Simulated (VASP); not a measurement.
# Ga2O3 (R-3c) in VASP: single point with PBE

Aim: the single point of Ga2O3 with PBE.

All numbers are computed with VASP 6.6.1; they aren't measurements. Logs are shortened: lines on timing, memory, paths and dates and some standing lists are left out, and cuts for length are marked.

## Step 1: The cell of the first run

Symmetry: R-3c, No. 167, trigonal system. The conventional cell has a = 5.057 Å, b = 5.057 Å, c = 13.623 Å, α = 90.00°, β = 90.00°, γ = 120.00°. Ga (site symmetry 3) has 6 O at 1.95 to 2.11 Å within 2.6 Å. O (site symmetry 2) has 4 Ga at 1.95 to 2.11 Å and 8 O at 2.66 to 2.88 Å within 2.9 Å.

## Step 2: Single point, PBE

Input file INCAR:

```
PREC     = Accurate       # precision mode
ENCUT    = 520            # plane-wave cutoff, eV
EDIFF    = 1E-7           # SCF threshold, eV
ISMEAR   = 0              # smearing method
SIGMA    = 0.02           # smearing width, eV
LREAL    = False          # projectors in reciprocal space
LASPH    = True           # aspherical terms in the spheres
NELM     = 80             # most SCF steps
ALGO     = Normal         # electronic algorithm
ISIF     = 2              # what is computed and relaxed
LWAVE    = False          # write WAVECAR
LCHARG   = True           # write CHGCAR
GGA      = PE             # functional
LELF     = True           # ELF
LVHAR    = True         
NBANDS   = 55             # bands
```

Input file KPOINTS:

```
Automatic mesh
0
Gamma
  9 9 9
```

Input file POSCAR:

```
Ga2O3
1.0
    2.5287213413      1.4599579471      4.5410699567
   -2.5287213413      1.4599579471      4.5410699567
    0.0000000000     -2.9199158942      4.5410699567
Ga O
4 6
Direct
    0.3558685517      0.3558685517      0.3558685517
    0.1441314483      0.1441314483      0.1441314483
    0.6441314483      0.6441314483      0.6441314483
    0.8558685517      0.8558685517      0.8558685517
    0.5531736379      0.9468263621      0.2500000000
    0.2500000000      0.5531736379      0.9468263621
    0.9468263621      0.2500000000      0.5531736379
    0.4468263621      0.0531736379      0.7500000000
    0.7500000000      0.4468263621      0.0531736379
    0.0531736379      0.7500000000      0.4468263621
```

Potentials or basis: VASP PAW PBE potentials, release 64 (Ga_d, O).

On the command line:

```console
$ cat potpaw_PBE.64/Ga_d/POTCAR potpaw_PBE.64/O/POTCAR > POTCAR
$ mpirun -np 1 vasp_std > vasp.out
```

OUTCAR:

```text
PREC = Accurate
   ENCUT = 520
   EDIFF = 1E-7
   ISMEAR = 0
   LREAL = False
   LASPH = True
   NELM = 80
   ISIF = 2
   GGA = PE

 ion  position               nearest neighbor table
   1  0.356  0.356  0.356-   9 1.95   8 1.95  10 1.95   7 2.11   6 2.11   5 2.11   2 2.88
   2  0.144  0.144  0.144-  10 1.95   8 1.95   9 1.95   7 2.11   6 2.11   5 2.11   1 2.88
   3  0.644  0.644  0.644-   6 1.95   5 1.95   7 1.95   9 2.11  10 2.11   8 2.11   4 2.88
   4  0.856  0.856  0.856-   7 1.95   5 1.95   6 1.95   9 2.11  10 2.11   8 2.11   3 2.88
   5  0.553  0.947  0.250-   3 1.95   4 1.95   1 2.11   2 2.11
   6  0.250  0.553  0.947-   3 1.95   4 1.95   1 2.11   2 2.11
   7  0.947  0.250  0.553-   4 1.95   3 1.95   1 2.11   2 2.11
   8  0.447  0.053  0.750-   1 1.95   2 1.95   3 2.11   4 2.11
   9  0.750  0.447  0.053-   1 1.95   2 1.95   3 2.11   4 2.11
  10  0.053  0.750  0.447-   2 1.95   1 1.95   3 2.11   4 2.11

  LATTYP: Found a trigonal (rhomboedric) cell.
 ALAT       =     5.3988170168
 COS(alpha) =     0.5612322214

  Lattice vectors:

 A1 = (   2.5287213413,   1.4599579471,   4.5410699567)
 A2 = (  -2.5287213413,   1.4599579471,   4.5410699567)
 A3 = (   0.0000000000,  -2.9199158942,   4.5410699567)

Analysis of symmetry for initial positions (statically):
=====================================================================
 Subroutine PRICEL returns:
 Original cell was already a primitive cell.

 Routine SETGRP: Setting up the symmetry group for a
 trigonal (rhombohedral) supercell.

 Subroutine GETGRP returns: Found 12 space group operations
 (whereof  6 operations were pure point group operations)
 out of a pool of 12 trial point group operations.

The static configuration has the point symmetry S_6 .
 The point group associated with its full space group is D_3d.

Analysis of symmetry for dynamics (positions and initial velocities):
=====================================================================
 Subroutine PRICEL returns:
 Original cell was already a primitive cell.

 Routine SETGRP: Setting up the symmetry group for a
 trigonal (rhombohedral) supercell.

 Subroutine GETGRP returns: Found 12 space group operations
 (whereof  6 operations were pure point group operations)
 out of a pool of 12 trial point group operations.

The dynamic configuration has the point symmetry S_6 .
 The point group associated with its full space group is D_3d.

 Subroutine INISYM returns: Found 12 space group operations
 (whereof  6 operations are pure point group operations),
 and found     1 'primitive' translations

----------------------------------------------------------------------------------------

                                     Primitive cell

  volume of cell :     100.5891

  direct lattice vectors                    reciprocal lattice vectors
     2.528721341  1.459957947  4.541069957     0.197728390  0.114158539  0.073404140
    -2.528721341  1.459957947  4.541069957    -0.197728390  0.114158539  0.073404140
     0.000000000 -2.919915894  4.541069957     0.000000000 -0.228317079  0.073404140

  length of vectors
     5.398817017  5.398817017  5.398817017     0.239826721  0.239826721  0.239826721

  position of ions in fractional coordinates (direct lattice)
     0.355868552  0.355868552  0.355868552
     0.144131448  0.144131448  0.144131448
     0.644131448  0.644131448  0.644131448
     0.855868552  0.855868552  0.855868552
     0.553173638  0.946826362  0.250000000
     0.250000000  0.553173638  0.946826362
     0.946826362  0.250000000  0.553173638
     0.446826362  0.053173638  0.750000000
     0.750000000  0.446826362  0.053173638
     0.053173638  0.750000000  0.446826362

  ion indices of the primitive-cell ions
   primitive index   ion index
                 1           1
                 2           2
                 3           3
                 4           4
                 5           5
                 6           6
                 7           7
                 8           8
                 9           9
                10          10

----------------------------------------------------------------------------------------

 KPOINTS: Automatic mesh

Automatic generation of k-mesh.
 Grid dimensions read from file:
 generate k-points for:    9    9    9

 Generating k-lattice:

  Cartesian coordinates                     Fractional coordinates (reciprocal lattice)
     0.021969821  0.012684282  0.008156016     0.111111111 -0.000000000  0.000000000
    -0.021969821  0.012684282  0.008156016    -0.000000000  0.111111111  0.000000000
     0.000000000 -0.025368564  0.008156016     0.000000000  0.000000000  0.111111111

  Length of vectors
     0.026647413  0.026647413  0.026647413

  Shift w.r.t. Gamma in fractional coordinates (k-lattice)
     0.000000000  0.000000000  0.000000000

 Subroutine IBZKPT returns following result:
 ===========================================

 Found     85 irreducible k-points:

 Following reciprocal coordinates:
            Coordinates               Weight
  0.000000  0.000000  0.000000      1.000000
  0.111111  0.000000  0.000000      6.000000
  0.222222  0.000000 -0.000000      6.000000
  0.333333  0.000000  0.000000      6.000000
  0.444444  0.000000 -0.000000      6.000000
  0.111111  0.111111  0.000000      6.000000
[... 16 lines left out ...]
 -0.333333  0.333333  0.000000      6.000000
  0.444444  0.444444  0.000000      6.000000
 [... further k-points ...]
   k-points           NKPTS =     85   k-points in BZ     NKDIM =     85   number of bands    NBANDS=     55
   number of dos      NEDOS =    301   number of ions     NIONS =     10
   total plane-waves  NPLWV =  64000
   dimension x,y,z NGX =    40 NGY =   40 NGZ =   40
   dimension x,y,z NGXF=    80 NGYF=   80 NGZF=   80
   ions per type =               4   6
   NGX,Y,Z   is equivalent  to a cutoff of  12.32, 12.32, 12.32 a.u.
   NGXF,Y,Z  is equivalent  to a cutoff of  24.63, 24.63, 24.63 a.u.
 SYSTEM =  unknown system
   PREC   = accura    normal or accurate (medium, high low for compatibility)
   ISTART =      0    job   : 0-new  1-cont  2-samecut
   ICHARG =      2    charge: 1-file 2-atom 10-const
   ISPIN  =      1    spin polarized calculation?
   LNONCOLLINEAR =      F non collinear calculations
   LSORBIT =      F    spin-orbit coupling
   LASPH  =      T    aspherical Exc in radial PAW
   ENCUT  =  520.0 eV  38.22 Ry    6.18 a.u.  10.04 10.04 10.04*2*pi/ulx,y,z
   NELM   =     80;   NELMIN=  2; NELMDL= -5     # of ELM steps
   EDIFF  = 0.1E-06   stopping-criterion for ELM
   LREAL  =      F    real-space projection
   EDIFFG = 0.1E-05   stopping-criterion for IOM
   NSW    =      0    number of steps for IOM
   IBRION =     -1    ionic relax: 0-MD 1-quasi-New 2-CG
   NFREE  =      0    steps in history (QN), initial steepest desc. (CG)
   ISIF   =      2    stress and relaxation
   ISYM   =      2    0-nonsym 1-usesym 2-fastsym
   POTIM  = 0.5000    time-step for ionic-motion
   TEBEG  =    0.0;   TEEND  =   0.0 temperature during run
   PSTRESS=    0.0 pullay stress
   NELECT =      88.0000    total number of electrons
   NUPDOWN=      -1.0000    fix difference up-down
   EMIN   =  10.00;   EMAX   =-10.00  energy-range for DOS
   EFERMI =   0.00;   METHOD = LEGACY
   ISMEAR =     0;   SIGMA  =   0.02  broadening in eV -4-tet -1-fermi 0-gaus
   EFERMI_NEDOS =   21; number of points for ismear=-14 and -15
   IALGO  =     38    algorithm
   IMIX   =      4    mixing-type and parameters
     AMIX     =   0.40;   BMIX     =  1.00
     AMIX_MAG =   1.60;   BMIX_MAG =  1.00
  volume/ion in A,a.u.               =      10.06        67.88
  Fermi-wavevector in a.u.,A,eV,Ry     =   1.565737  2.958814 33.355120  2.451532
  Thomas-Fermi vector in A             =   2.668169
   LORBIT       =      0    0 simple, 1 ext, 2 COOP (PROOUT), +10 PAW based schemes
   GGA     = PE    functional components
   LHFCALC =     F    Hartree Fock is set to
   AEXX    =    0.0000 exact exchange contribution
   IVDW    =     0    specifies the selected vdW correction
   LEPSILON=     F    determine dielectric tensor
   LRPA    =     F    only Hartree local field effects (RPA)
 non-spin polarized calculation
 Gauss-broadening in eV      SIGMA  =   0.02
  energy-cutoff  :      520.00
  volume of cell :      100.59
 maximum number of plane-waves:      2731
   NGX = 21   NGY = 21   NGZ = 21

 number of electron      88.0000003 magnetization

 Free energy of the ion-electron system (eV)
  ---------------------------------------------------
  ext. energy  EPLUGINS =         0.00000000
  ---------------------------------------------------
  free energy    TOTEN  =       -59.39334025 eV

  energy without entropy =      -59.39334025  energy(sigma->0) =      -59.39334025

 E-fermi :   4.2661     XC(G=0): -11.9628

 val. band max:        4.0929126628   @ k =  -0.2222   0.1111   0.0000
 cond. band min:       6.4998560699   @ k =   0.0000   0.0000   0.0000
 fundamental gap:      2.4069434071
 Fermi energy:         4.2660706027

 k-point     1 :       0.0000    0.0000    0.0000
  band No.  band energies     occupation
      1     -14.5772      2.00000
      2     -12.7182      2.00000
      3     -12.7182      2.00000
      4     -12.6941      2.00000
      5     -12.6757      2.00000
      6     -12.6757      2.00000
[... 47 lines left out ...]
     54      15.0004      0.00000
     55      16.0700      0.00000

 k-point     2 :       0.1111    0.0000    0.0000
  band No.  band energies     occupation
      1     -14.5243      2.00000
      2     -12.7691      2.00000
      3     -12.7217      2.00000
      4     -12.7213      2.00000
      5     -12.6805      2.00000
      6     -12.6640      2.00000
[... 47 lines left out ...]
     54      15.4434      0.00000
     55      15.9898      0.00000

 k-point     3 :       0.2222    0.0000   -0.0000
  band No.  band energies     occupation
      1     -14.3702      2.00000
      2     -12.9352      2.00000
      3     -12.7406      2.00000
      4     -12.7326      2.00000
      5     -12.6888      2.00000
      6     -12.6682      2.00000
[... 1152 lines left out ...]
 k-point    23 :      -0.3333    0.3333    0.0000
  band No.  band energies     occupation
      1     -13.5454      2.00000
      2     -13.4979      2.00000
      3     -12.9925      2.00000
      4     -12.8461      2.00000
      5     -12.7424      2.00000
      6     -12.6487      2.00000
[... 47 lines left out ...]
     54      15.9322      0.00000
     55      16.0585      0.00000

 k-point    24 :       0.4444    0.4444    0.0000
  band No.  band energies     occupation
      1     -13.7780      2.00000
      2     -13.0673      2.00000
      3     -13.0567      2.00000
      4     -12.9085      2.00000
      5     -12.7636      2.00000
      6     -12.6900      2.00000
[... 47 lines left out ...]
     54      15.6584      0.00000
     55      15.9529      0.00000

 [... further k-points ...]

------------------------ aborting loop because EDIFF is reached ----------------------------------------

  FORCE on cell =-STRESS in cart. coord.  units (eV):
  Direction    XX          YY          ZZ          XY          YZ          ZX
  --------------------------------------------------------------------------------------
  -------------------------------------------------------------------------------------
  Total        0.6235659      0.6235659      0.5183112     -0.0000000      0.0000000      0.0000000
  in kB        9.9321246      9.9321246      8.2556342     -0.0000000      0.0000000      0.0000000
  external PRESSURE =       9.3732945 kB  Pullay stress =       0.0000000 kB

 VOLUME and BASIS-vectors are now :
 -----------------------------------------------------------------------------
  energy-cutoff  :      520.00
  volume of cell :      100.59
      direct lattice vectors                 reciprocal lattice vectors
     2.528721341  1.459957947  4.541069957     0.197728390  0.114158539  0.073404140
    -2.528721341  1.459957947  4.541069957    -0.197728390  0.114158539  0.073404140
     0.000000000 -2.919915894  4.541069957     0.000000000 -0.228317079  0.073404140

 POSITION                                       TOTAL-FORCE (eV/Angst)
 -----------------------------------------------------------------------------------
      0.00000      0.00000      4.84807         0.000000      0.000000      0.006086
      0.00000      0.00000      1.96353         0.000000      0.000000     -0.006086
      0.00000      0.00000      8.77514         0.000000      0.000000     -0.006086
      0.00000      0.00000     11.65968         0.000000      0.000000      0.006086
     -0.99544      1.45996      7.94687        -0.005600      0.000000     -0.000000
     -0.76664     -1.59205      7.94687         0.002800     -0.004850     -0.000000
      1.76208      0.13210      7.94687         0.002800      0.004850     -0.000000
      0.99544     -1.45996      5.67634         0.005600      0.000000     -0.000000
      0.76664      1.59205      5.67634        -0.002800      0.004850     -0.000000
     -1.76208     -0.13210      5.67634        -0.002800     -0.004850     -0.000000
 -----------------------------------------------------------------------------------
    total drift:                               -0.000000     -0.000000      0.000000

  FREE ENERGIE OF THE ION-ELECTRON SYSTEM (eV)
  ---------------------------------------------------
  free  energy   TOTEN  =       -59.3933402512 eV

  energy  without entropy=      -59.3933402512  energy(sigma->0) =      -59.39334025
```

Wall time 15 min (1 thread of AMD EPYC 7R43 (Zen 3), shared host); peak memory 0.44 GiB.

Results:

| Property | Result |
| --- | --- |
| Free energy | -59.3933 eV |
| Pressure | 0.9 GPa |
| Largest force | 0.006 eV/Å |
| Band gap on the k mesh | 2.41 eV (least direct gap 2.63 eV) |

Forces on the atoms (eV/Å):
```
Ga   0.000  0.000  0.006
Ga   0.000  0.000 -0.006
Ga   0.000  0.000 -0.006
Ga   0.000  0.000  0.006
O   -0.006  0.000  0.000
O    0.003 -0.005  0.000
O    0.003  0.005  0.000
O    0.006  0.000  0.000
O   -0.003  0.005  0.000
O   -0.003 -0.005  0.000
```

Levels at points of the mesh, in eV from the valence-band top:
```
           k point  band 41  band 42  band 43  band 44  band 45  band 46  band 47  band 48
(0.00, 0.00, 0.00)    -0.30    -0.30    -0.22    -0.22     2.41     6.32     6.57     8.52
```

Caveat: an odd mesh through Γ misses points on the zone boundary, where band edges can lie.
